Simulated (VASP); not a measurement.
# SiC5 (P-62m) in VASP: further runs

Runs on SiC5. Level: PBE. Tasks: single point, relaxation of cell and atoms.

All numbers are computed with VASP 6.6.1; they aren't measurements. Logs are shortened: lines on timing, memory, paths and dates and some standing lists are left out, and cuts for length are marked.

### 1 The cell of the first run

Symmetry: P-62m, No. 189, hexagonal system. The conventional cell has a = 5.140 Å, b = 5.140 Å, c = 4.619 Å, α = 90.00°, β = 90.00°, γ = 120.00°. Within 4.1 Å of Si (site symmetry -62m) lie 18 C at 2.96 to 4.01 Å. C (site symmetry m2m) has 10 C at 2.84 to 3.22 Å and 2 Si at 2.96 Å within 3.7 Å. Within 3.7 Å of C (site symmetry -6) lie 9 C at 2.84 to 2.97 Å and 3 Si at 2.97 Å.

The cell was built from a structure type or drawn by symmetry, and may not be a known phase.

### 2 Single point, PBE

The input, INCAR:

```
SYSTEM = SiC5
  PREC = Accurate
  ENCUT = 520
  EDIFF = 1E-7
  ISMEAR = 0
  SIGMA = 0.1
  LREAL = .FALSE.
  LASPH = .TRUE.
  NELM = 60
  ALGO = Normal
  ISIF = 2
  LWAVE = .FALSE.
  LCHARG = .FALSE.
  GGA = PE
  NBANDS = 21
```

The input, KPOINTS:

```
regular mesh
0
G
  6 6 4
  0 0 0
```

The input, POSCAR:

```
SiC5
1.0
    5.1401796900      0.0000000000      0.0000000000
   -2.5700898500      4.4515261900      0.0000000000
    0.0000000000      0.0000000000      4.6189359900
Si C
1 5
Direct
    0.0000000000      0.0000000000      0.5000000000
    0.0000000000      0.6383360000      0.0000000000
    0.6383360000      0.0000000000      0.0000000000
    0.3616640000      0.3616640000      0.0000000000
    0.6666666700      0.3333333300      0.5000000000
    0.3333333300      0.6666666700      0.5000000000
```

Potentials or basis: VASP PAW PBE potentials, release 64 (Si, C).

The run is started by

```sh
$ cat potpaw_PBE.64/Si/POTCAR potpaw_PBE.64/C/POTCAR > POTCAR
$ mpirun -np 1 vasp_std > vasp.out
```

OUTCAR:

```text
SYSTEM = SiC5
   PREC = Accurate
   ENCUT = 520
   EDIFF = 1E-7
   ISMEAR = 0
   LREAL = .FALSE.
   LASPH = .TRUE.
   NELM = 60
   ISIF = 2
   GGA = PE

 ion  position               nearest neighbor table
   1  0.000  0.000  0.500-
   2  0.000  0.638  0.000-
   3  0.638  0.000  0.000-
   4  0.362  0.362  0.000-
   5  0.667  0.333  0.500-
   6  0.333  0.667  0.500-

  LATTYP: Found a hexagonal cell.
 ALAT       =     5.1401796900
 C/A-ratio  =     0.8985942649

  Lattice vectors:

 A1 = (   5.1401796900,   0.0000000000,   0.0000000000)
 A2 = (  -2.5700898500,   4.4515261900,   0.0000000000)
 A3 = (   0.0000000000,   0.0000000000,   4.6189359900)

Analysis of symmetry for initial positions (statically):
=====================================================================
 Subroutine PRICEL returns:
 Original cell was already a primitive cell.

 Routine SETGRP: Setting up the symmetry group for a
 hexagonal supercell.

 Subroutine GETGRP returns: Found 12 space group operations
 (whereof 12 operations were pure point group operations)
 out of a pool of 24 trial point group operations.

The static configuration has the point symmetry D_3h.

Analysis of symmetry for dynamics (positions and initial velocities):
=====================================================================
 Subroutine PRICEL returns:
 Original cell was already a primitive cell.

 Routine SETGRP: Setting up the symmetry group for a
 hexagonal supercell.

 Subroutine GETGRP returns: Found 12 space group operations
 (whereof 12 operations were pure point group operations)
 out of a pool of 24 trial point group operations.

The dynamic configuration has the point symmetry D_3h.

 Subroutine INISYM returns: Found 12 space group operations
 (whereof 12 operations are pure point group operations),
 and found     1 'primitive' translations

----------------------------------------------------------------------------------------

                                     Primitive cell

  volume of cell :     105.6889

  direct lattice vectors                    reciprocal lattice vectors
     5.140179690  0.000000000  0.000000000     0.194545728  0.112321029  0.000000000
    -2.570089850  4.451526190  0.000000000     0.000000000  0.224642057  0.000000000
     0.000000000  0.000000000  4.618935990     0.000000000  0.000000000  0.216500078

  length of vectors
     5.140179690  5.140179691  4.618935990     0.224642057  0.224642057  0.216500078

  position of ions in fractional coordinates (direct lattice)
     0.000000000  0.000000000  0.500000000
     0.000000000  0.638336000  0.000000000
     0.638336000  0.000000000  0.000000000
     0.361664000  0.361664000  0.000000000
     0.666666670  0.333333330  0.500000000
     0.333333330  0.666666670  0.500000000

  ion indices of the primitive-cell ions
   primitive index   ion index
                 1           1
                 2           2
                 3           3
                 4           4
                 5           5
                 6           6

----------------------------------------------------------------------------------------

 KPOINTS: regular mesh

Automatic generation of k-mesh.
 Grid dimensions read from file:
 generate k-points for:    6    6    4

 Generating k-lattice:

  Cartesian coordinates                     Fractional coordinates (reciprocal lattice)
     0.032424288  0.018720171  0.000000000     0.166666667  0.000000000  0.000000000
     0.000000000  0.037440343  0.000000000     0.000000000  0.166666667  0.000000000
     0.000000000  0.000000000  0.054125019     0.000000000  0.000000000  0.250000000

  Length of vectors
     0.037440343  0.037440343  0.054125019

  Shift w.r.t. Gamma in fractional coordinates (k-lattice)
     0.000000000  0.000000000  0.000000000

 Subroutine IBZKPT returns following result:
 ===========================================

 Found     21 irreducible k-points:

 Following reciprocal coordinates:
            Coordinates               Weight
  0.000000  0.000000  0.000000      1.000000
  0.166667 -0.000000  0.000000      6.000000
  0.333333 -0.000000  0.000000      6.000000
  0.500000 -0.000000  0.000000      3.000000
  0.166667  0.166667  0.000000      6.000000
  0.333333  0.166667  0.000000     12.000000
[... 13 lines left out ...]
  0.333333  0.166667  0.500000     12.000000
  0.333333  0.333333  0.500000      2.000000
   k-points           NKPTS =     21   k-points in BZ     NKDIM =     21   number of bands    NBANDS=     21
   number of dos      NEDOS =    301   number of ions     NIONS =      6
   total plane-waves  NPLWV =  57600
   dimension x,y,z NGX =    40 NGY =   40 NGZ =   36
   dimension x,y,z NGXF=    80 NGYF=   80 NGZF=   72
   ions per type =               1   5
   NGX,Y,Z   is equivalent  to a cutoff of  12.94, 12.94, 12.96 a.u.
   NGXF,Y,Z  is equivalent  to a cutoff of  25.87, 25.87, 25.91 a.u.
 SYSTEM =  SiC5
   PREC   = accura    normal or accurate (medium, high low for compatibility)
   ISTART =      0    job   : 0-new  1-cont  2-samecut
   ICHARG =      2    charge: 1-file 2-atom 10-const
   ISPIN  =      1    spin polarized calculation?
   LNONCOLLINEAR =      F non collinear calculations
   LSORBIT =      F    spin-orbit coupling
   LASPH  =      T    aspherical Exc in radial PAW
   ENCUT  =  520.0 eV  38.22 Ry    6.18 a.u.   9.56  9.56  8.59*2*pi/ulx,y,z
   NELM   =     60;   NELMIN=  2; NELMDL= -5     # of ELM steps
   EDIFF  = 0.1E-06   stopping-criterion for ELM
   LREAL  =      F    real-space projection
   EDIFFG = 0.1E-05   stopping-criterion for IOM
   NSW    =      0    number of steps for IOM
   IBRION =     -1    ionic relax: 0-MD 1-quasi-New 2-CG
   NFREE  =      0    steps in history (QN), initial steepest desc. (CG)
   ISIF   =      2    stress and relaxation
   ISYM   =      2    0-nonsym 1-usesym 2-fastsym
   POTIM  = 0.5000    time-step for ionic-motion
   TEBEG  =    0.0;   TEEND  =   0.0 temperature during run
   PSTRESS=    0.0 pullay stress
   NELECT =      24.0000    total number of electrons
   NUPDOWN=      -1.0000    fix difference up-down
   EMIN   =  10.00;   EMAX   =-10.00  energy-range for DOS
   EFERMI =   0.00;   METHOD = LEGACY
   ISMEAR =     0;   SIGMA  =   0.10  broadening in eV -4-tet -1-fermi 0-gaus
   EFERMI_NEDOS =   21; number of points for ismear=-14 and -15
   IALGO  =     38    algorithm
   IMIX   =      4    mixing-type and parameters
     AMIX     =   0.40;   BMIX     =  1.00
     AMIX_MAG =   1.60;   BMIX_MAG =  1.00
  volume/ion in A,a.u.               =      17.61       118.87
  Fermi-wavevector in a.u.,A,eV,Ry     =   0.998778  1.887416 13.572586  0.997557
  Thomas-Fermi vector in A             =   2.131024
   LORBIT       =      0    0 simple, 1 ext, 2 COOP (PROOUT), +10 PAW based schemes
   GGA     = PE    functional components
   LHFCALC =     F    Hartree Fock is set to
   AEXX    =    0.0000 exact exchange contribution
   IVDW    =     0    specifies the selected vdW correction
   LEPSILON=     F    determine dielectric tensor
   LRPA    =     F    only Hartree local field effects (RPA)
 non-spin polarized calculation
 Gauss-broadening in eV      SIGMA  =   0.10
  energy-cutoff  :      520.00
  volume of cell :      105.69
 maximum number of plane-waves:      2886
 NGX is ok and might be reduce to    40
   NGX = 19   NGY = 19   NGZ = 17

 number of electron      24.0000001 magnetization

 Free energy of the ion-electron system (eV)
  ---------------------------------------------------
  ext. energy  EPLUGINS =         0.00000000
  ---------------------------------------------------
  free energy    TOTEN  =       -21.14100392 eV

  energy without entropy =      -21.11954796  energy(sigma->0) =      -21.13027594

 E-fermi :   1.0600     XC(G=0):  -9.1093

 val. band max:        1.0354742215   @ k =   0.3333   0.3333   0.2500
 cond. band min:       1.0788382081   @ k =   0.3333   0.3333   0.2500
 fundamental gap:      0.0433639866
 Fermi energy:         1.0600302685

 k-point     1 :       0.0000    0.0000    0.0000
  band No.  band energies     occupation
      1     -10.3086      2.00000
      2      -6.8732      2.00000
      3      -6.6933      2.00000
      4      -6.6400      2.00000
      5      -6.6400      2.00000
      6      -4.0832      2.00000
[... 13 lines left out ...]
     20       3.5760      0.00000
     21       3.5760      0.00000

 k-point     2 :       0.1667   -0.0000    0.0000
  band No.  band energies     occupation
      1     -10.1580      2.00000
      2      -7.2831      2.00000
      3      -6.8871      2.00000
      4      -6.7176      2.00000
      5      -6.3095      2.00000
      6      -4.2117      2.00000
[... 13 lines left out ...]
     20       3.2601      0.00000
     21       3.4590      0.00000

 k-point     3 :       0.3333   -0.0000    0.0000
  band No.  band energies     occupation
      1      -9.7229      2.00000
      2      -8.0994      2.00000
      3      -7.1208      2.00000
      4      -6.5547      2.00000
      5      -6.2388      2.00000
      6      -4.3864      2.00000
[... 13 lines left out ...]
     20       3.4032      0.00000
     21       3.4434      0.00000
[... 385 lines left out ...]
 k-point    20 :       0.3333    0.1667    0.5000
  band No.  band energies     occupation
      1      -8.2241      2.00000
      2      -8.1344      2.00000
      3      -7.5309      2.00000
      4      -7.4259      2.00000
      5      -7.0159      2.00000
      6      -5.3354      2.00000
[... 13 lines left out ...]
     20       3.0255      0.00000
     21       3.1371      0.00000

 k-point    21 :       0.3333    0.3333    0.5000
  band No.  band energies     occupation
      1      -7.7730      2.00000
      2      -7.7730      2.00000
      3      -7.7467      2.00000
      4      -7.7467      2.00000
      5      -7.3406      2.00000
      6      -5.6273      2.00000
[... 13 lines left out ...]
     20       2.9967      0.00000
     21       2.9967      0.00000

------------------------ aborting loop because EDIFF is reached ----------------------------------------

  FORCE on cell =-STRESS in cart. coord.  units (eV):
  Direction    XX          YY          ZZ          XY          YZ          ZX
  --------------------------------------------------------------------------------------
  -------------------------------------------------------------------------------------
  Total      -15.3717535    -15.3717535    -17.0415442      0.0000000      0.0000000      0.0000000
  in kB     -233.0262343   -233.0262341   -258.3392234      0.0000003      0.0000000      0.0000000
  external PRESSURE =    -241.4638973 kB  Pullay stress =       0.0000000 kB

 VOLUME and BASIS-vectors are now :
 -----------------------------------------------------------------------------
  energy-cutoff  :      520.00
  volume of cell :      105.69
      direct lattice vectors                 reciprocal lattice vectors
     5.140179690  0.000000000  0.000000000     0.194545728  0.112321029  0.000000000
    -2.570089850  4.451526190  0.000000000     0.000000000  0.224642057  0.000000000
     0.000000000  0.000000000  4.618935990     0.000000000  0.000000000  0.216500078

 POSITION                                       TOTAL-FORCE (eV/Angst)
 -----------------------------------------------------------------------------------
      0.00000      0.00000      2.30947         0.000000     -0.000000      0.000000
     -1.64058      2.84157      0.00000         0.087160     -0.150965      0.000000
      3.28116      0.00000      0.00000        -0.174320     -0.000000      0.000000
      0.92951      1.60996      0.00000         0.087160      0.150965      0.000000
      2.57009      1.48384      2.30947         0.000000     -0.000000      0.000000
     -0.00000      2.96768      2.30947         0.000000     -0.000000      0.000000
 -----------------------------------------------------------------------------------
    total drift:                                0.000000      0.000000      0.000000

  FREE ENERGIE OF THE ION-ELECTRON SYSTEM (eV)
  ---------------------------------------------------
  free  energy   TOTEN  =       -21.1410039222 eV

  energy  without entropy=      -21.1195479552  energy(sigma->0) =      -21.13027594
```

It took 63 s on 1 thread of Intel Xeon 8259CL, shared host; peak memory 0.23 GiB.

What came out:

| Item | Value |
| --- | --- |
| Free energy | -21.1410 eV |
| Pressure | -24.1 GPa |
| Largest force | 0.174 eV/Å |
| Band gap on the k mesh | zero (bands 12 and 13 overlap by 1.36 eV) |

Forces in eV/Å, atoms in the order of the input:
```
Si   0.000  0.000  0.000
C    0.087 -0.151  0.000
C   -0.174  0.000  0.000
C    0.087  0.151  0.000
C    0.000  0.000  0.000
C    0.000  0.000  0.000
```

Caveat: the cell stands under tension.

[end of part 1 of 2]
